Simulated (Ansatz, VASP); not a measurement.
**BaCu3 in VASP and in Ansatz**

INCAR

```
SYSTEM = BaCu3
PREC     = Accurate       ! precision mode
ENCUT    = 520            ! plane-wave cutoff, eV
EDIFF    = 1E-6           ! SCF threshold, eV
ISMEAR   = 0              ! smearing method
SIGMA    = 0.05           ! smearing width, eV
LREAL    = .False.        ! projectors in reciprocal space
LASPH    = .True.         ! aspherical terms in the spheres
NELM     = 100            ! most SCF steps
ALGO     = Normal         ! electronic algorithm
ISIF     = 2              ! what is computed and relaxed
LWAVE    = .False.        ! write WAVECAR
LCHARG   = .False.        ! write CHGCAR
GGA      = PS             ! functional
NBANDS   = 30             ! bands
```

Contents of KPOINTS:

```
regular mesh
0
Gamma
  8 8 8
  0 0 0
```

POSCAR

```
BaCu3
1.0
    4.3375357799      0.0000000000      0.0000000000
    0.0000000000      4.3375357799      0.0000000000
    0.0000000000      0.0000000000      4.3375357799
Ba Cu
1 3
Direct
    0.0000000000      0.0000000000      0.0000000000
    0.0000000000      0.5000000000      0.5000000000
    0.5000000000      0.5000000000      0.0000000000
    0.5000000000      0.0000000000      0.5000000000
```

Input for Ansatz:

```yaml
crystal:
  lattice:
    - [4.3375357799, 0.0, 0.0]
    - [0.0, 4.3375357799, 0.0]
    - [0.0, 0.0, 4.3375357799]
  atoms:
    - { symbol: Ba, position: [0.0, 0.0, 0.0] }
    - { symbol: Cu, position: [0.0, 0.5, 0.5] }
    - { symbol: Cu, position: [0.5, 0.5, 0.0] }
    - { symbol: Cu, position: [0.5, 0.0, 0.5] }
basis:
  ecutwfc: 420
  ecutrho_ratio: 4
kpoints:
  mp_grid: { grid: [8, 8, 8] }
hamiltonian:
  xc: pbesol
scf:
  occupations: { method: gaussian, width: 0.05 }
output:
  forces: true
  stress: true
  eigenvalues: true
```

Alike in both runs: task single point; functional PBEsol; k mesh 8 × 8 × 8; occupations gaussian, width 0.05 eV; no spin polarisation.

|  | VASP | Ansatz |
| --- | --- | --- |
| version | VASP 6.6.1 | Ansatz 0.2.0 |
| potentials or method | VASP PAW PBE potentials, release 64 (Ba_sv, Cu), cutoff 520 eV | scalar-relativistic, plane waves, PAW |
| valence electrons in the cell | 43 | 67 |

|  | VASP | Ansatz | Ansatz less VASP |
| --- | --- | --- | --- |
| gap on the k mesh at the Fermi level (eV) | none | none | - |
| pressure (GPa) | 0.3 | -0.8 | -1.05 |

VASP's potentials were made for PBE, not for PBEsol. A gap of «none» marks a metal or a gap that the smearing closes. VASP's potentials hold 43 valence electrons a cell and Ansatz's 67, so a difference there can come from the potentials and not from the codes.

Neither program's run includes spin-orbit coupling.
